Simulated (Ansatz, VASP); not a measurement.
**One calculation of Rh, two programs**

File INCAR:

```
SYSTEM = Rh
PREC = Accurate ; ENCUT = 520
EDIFF = 1E-6 ; ISMEAR = -1
SIGMA = 0.05 ; LREAL = .FALSE.
LASPH = .TRUE. ; NELM = 150
ALGO = Normal ; ISIF = 2
LWAVE = .FALSE. ; LCHARG = .FALSE.
ISPIN = 2 ; MAGMOM = 1
LORBIT = 11 ; LMAXMIX = 4
GGA = B5 ; ALDAX = 1.0
AGGAX = 1.0 ; AGGAC = 1.0
ALDAC = 0.0 ; NBANDS = 18
```

File KPOINTS:

```
Automatic mesh
0
G
  23 23 23
  0 0 0
```

The input POSCAR:

```
Rh
1.0
    0.0000000000      1.9233688884      1.9233688884
    1.9233688884      0.0000000000      1.9233688884
    1.9233688884      1.9233688884      0.0000000000
Rh
1
Direct
    0.0000000000      0.0000000000      0.0000000000
```

Input for Ansatz:

```yaml
crystal:
  lattice:
    - [0.0, 1.9233688884, 1.9233688884]
    - [1.9233688884, 0.0, 1.9233688884]
    - [1.9233688884, 1.9233688884, 0.0]
  atoms:
    - { symbol: Rh, position: [0.0, 0.0, 0.0], spin: 1.0 }
hamiltonian:
  xc: blyp
  pseudopotentials:
    kind: paw
    azcp:
      Rh: "pseudopotentials/Rh.paw.azcp"
basis:
  ecutwfc: 420
  fft_grid_basis: typed
kpoints:
  mp_grid: { grid: [23, 23, 23], shift: [0, 0, 0] }
magnetization:
  spin_polarized: true
scf:
  occupations: { method: fermi_dirac, width: 0.05 }
output:
  stress: true
```

Alike in both runs: task single point; functional BLYP; k mesh 23 × 23 × 23; occupations fermi-dirac, width 0.05 eV; collinear spin.

|  | VASP | Ansatz |
| --- | --- | --- |
| version | VASP 6.6.1 | Ansatz 0.2.0 |
| potentials or method | VASP PAW PBE potentials, release 64 (Rh_pv), cutoff 520 eV | plane waves (420 eV) with PAW, scalar-relativistic |
| valence electrons in the cell | 15 | 17 |

|  | VASP | Ansatz | Ansatz less VASP |
| --- | --- | --- | --- |
| pressure (GPa) | 10.3 | 9.7 | -0.56 |
| net moment per atom (μB) | 0.00 | 0.00 | 0.000 |

VASP's potentials were made for PBE, not for BLYP. VASP's potentials hold 15 valence electrons a cell and Ansatz's 17, so a difference there can come from the potentials and not from the codes. Ansatz's warnings: seeded moment not kept.
